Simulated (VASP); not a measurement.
# Dy2Ti (P6/mmm) in VASP: a series of runs, part 2 of 2

VASP 6.6.1. Earlier steps stand in the parts before.

### Step 3. Single point, PBE, collinear spin

INCAR

```
PREC = Accurate
ENCUT = 500
EDIFF = 1E-6
ISMEAR = 0
SIGMA = 0.1
LREAL = False
LASPH = True
NELM = 200
ALGO = Normal
ISIF = 2
LWAVE = False
LCHARG = False
ISPIN = 2
MAGMOM = 0 0 0.38
LORBIT = 11
LMAXMIX = 6
GGA = PE
NBANDS = 26
GGA_COMPAT = False
```

KPOINTS

```
regular mesh
0
Gamma
  12 12 12
```

POSCAR

```
Dy2Ti
1.0
    5.2500661907      0.0000000000      0.0000000000
   -2.6250330954      4.5466906927      0.0000000000
    0.0000000000      0.0000000000      3.1931970157
Dy Ti
2 1
Direct
    0.3333333333      0.6666666667      0.5000000000
    0.6666666667      0.3333333333      0.5000000000
    0.0000000000      0.0000000000      0.0000000000
```

Potentials or basis: VASP PAW PBE potentials, release 64 (Dy_3, Ti_sv), 4f in core.

Run with:

```console
$ cat potpaw_PBE.64/Dy_3/POTCAR potpaw_PBE.64/Ti_sv/POTCAR > POTCAR
$ mpirun -np 1 vasp_std > vasp.out
```

OUTCAR:

```text
PREC = Accurate
   ENCUT = 500
   EDIFF = 1E-6
   ISMEAR = 0
   LREAL = False
   LASPH = True
   NELM = 200
   ISIF = 2
   ISPIN = 2
   LORBIT = 11
   GGA = PE

 ion  position               nearest neighbor table
   1  0.333  0.667  0.500-   2 3.03   2 3.03   2 3.03
   2  0.667  0.333  0.500-   1 3.03   1 3.03   1 3.03
   3  0.000  0.000  0.000-

  LATTYP: Found a hexagonal cell.
 ALAT       =     5.2500661907
 C/A-ratio  =     0.6082203347

  Lattice vectors:

 A1 = (   5.2500661907,   0.0000000000,   0.0000000000)
 A2 = (  -2.6250330954,   4.5466906927,   0.0000000000)
 A3 = (   0.0000000000,   0.0000000000,   3.1931970157)

Analysis of symmetry for initial positions (statically):
=====================================================================
 Subroutine PRICEL returns:
 Original cell was already a primitive cell.

 Routine SETGRP: Setting up the symmetry group for a
[... 1587 lines left out ...]
     25       9.7507      0.00000
     26      10.4765      0.00000

 [... further k-points ...]

------------------------ aborting loop because EDIFF is reached ----------------------------------------

  FORCE on cell =-STRESS in cart. coord.  units (eV):
  Direction    XX          YY          ZZ          XY          YZ          ZX
  --------------------------------------------------------------------------------------
  -------------------------------------------------------------------------------------
  Total        0.1332577      0.1332577      0.3539438     -0.0000000      0.0000000      0.0000000
  in kB        2.8010240      2.8010240      7.4397607     -0.0000000      0.0000000      0.0000000
  external PRESSURE =       4.3472696 kB  Pullay stress =       0.0000000 kB

 VOLUME and BASIS-vectors are now :
 -----------------------------------------------------------------------------
  energy-cutoff  :      500.00
  volume of cell :       76.22
      direct lattice vectors                 reciprocal lattice vectors
     5.250066191  0.000000000  0.000000000     0.190473789  0.109970093  0.000000000
    -2.625033095  4.546690693  0.000000000     0.000000000  0.219940187  0.000000000
     0.000000000  0.000000000  3.193197016     0.000000000  0.000000000  0.313165769

 POSITION                                       TOTAL-FORCE (eV/Angst)
 -----------------------------------------------------------------------------------
     -0.00000      3.03113      1.59660         0.000000      0.000000      0.000000
      2.62503      1.51556      1.59660         0.000000     -0.000000      0.000000
      0.00000      0.00000      0.00000        -0.000000     -0.000000      0.000000
 -----------------------------------------------------------------------------------
    total drift:                                0.000000     -0.000000      0.000000

  FREE ENERGIE OF THE ION-ELECTRON SYSTEM (eV)
  ---------------------------------------------------
  free  energy   TOTEN  =       -15.9659371056 eV

  energy  without entropy=      -15.9358220988  energy(sigma->0) =      -15.95087960

 total charge

# of ion       s       p       d       tot
------------------------------------------
    1        0.451   6.435   1.344   8.230
    2        0.451   6.435   1.344   8.230
    3        2.211   6.074   1.741  10.026
--------------------------------------------------
tot          3.112  18.945   4.429  26.486

 magnetization (x)

# of ion       s       p       d       tot
------------------------------------------
    1       -0.000   0.001   0.001   0.002
    2       -0.000   0.001   0.001   0.002
    3        0.000   0.001   0.016   0.017
--------------------------------------------------
tot         -0.000   0.003   0.019   0.022
```

OSZICAR:

```text
N       E                     dE             d eps       ncg     rms          rms(c)
DAV:   1     0.211416959992E+03    0.21142E+03   -0.13095E+04 13832   0.109E+03
DAV:   2    -0.317187580706E+01   -0.21459E+03   -0.20659E+03 13832   0.363E+02
DAV:   3    -0.187346627624E+02   -0.15563E+02   -0.14586E+02 23130   0.789E+01
DAV:   4    -0.196757091663E+02   -0.94105E+00   -0.92789E+00 19196   0.150E+01
DAV:   5    -0.197047890204E+02   -0.29080E-01   -0.29054E-01 20852   0.264E+00    0.329E+01
DAV:   6    -0.223378851410E+02   -0.26331E+01   -0.14185E+01 20070   0.287E+01    0.244E+01
DAV:   7    -0.176506627837E+02    0.46872E+01   -0.35001E+01 17796   0.342E+01    0.162E+01
DAV:   8    -0.160734572817E+02    0.15772E+01   -0.18694E+00 16990   0.953E+00    0.726E+00
DAV:   9    -0.160163638076E+02    0.57093E-01   -0.26214E-01 20558   0.251E+00    0.467E+00
DAV:  10    -0.159694692275E+02    0.46895E-01   -0.31180E-01 16706   0.321E+00    0.802E-01
DAV:  11    -0.159658841559E+02    0.35851E-02   -0.30278E-02 15536   0.127E+00    0.495E-01
DAV:  12    -0.159661155642E+02   -0.23141E-03   -0.17761E-03 22498   0.308E-01    0.208E-01
DAV:  13    -0.159660044365E+02    0.11113E-03   -0.78503E-04 18616   0.180E-01    0.872E-02
DAV:  14    -0.159659382967E+02    0.66140E-04   -0.13228E-04 15332   0.865E-02    0.281E-02
DAV:  15    -0.159659387049E+02   -0.40818E-06   -0.64305E-05 18736   0.465E-02    0.341E-02
DAV:  16    -0.159659371854E+02    0.15195E-05   -0.71195E-06 14532   0.188E-02    0.141E-02
DAV:  17    -0.159659371056E+02    0.79820E-07   -0.21438E-06 12606   0.778E-03
   1 F= -.15965937E+02 E0= -.15950880E+02  d E =-.301150E-01  mag=     0.0301
```

stdout:

```text
POSCAR found type information on POSCAR DyTi
 POSCAR found :  2 types and       3 ions
 scaLAPACK will be used
 LDA part: xc-table for (Slater+PW92), standard interpolation
 POSCAR, INCAR and KPOINTS ok, starting setup
 FFT: planning ... GRIDC
 FFT: planning ... GRID_SOFT
 FFT: planning ... GRID
 WAVECAR not read
 entering main loop
```

It took 4.4 min on 1 thread of AMD EPYC 9R45 (Zen 5), shared host; peak memory 0.46 GiB.

What came out:

- Free energy: -15.9659 eV
- Pressure: 0.4 GPa
- Band gap on the k mesh: zero (filled and empty bands overlap)
- Net moment: 0.03 μB per cell
- Valence electrons inside the program's atomic spheres: Dy 8.23; Ti 10.03

Caveat: the magnetic or orbital state may not be the lowest; spin-orbit coupling is left out, which moves the levels of the heavy elements; the 4f electrons are frozen in the core, so they carry no moment and show no levels.
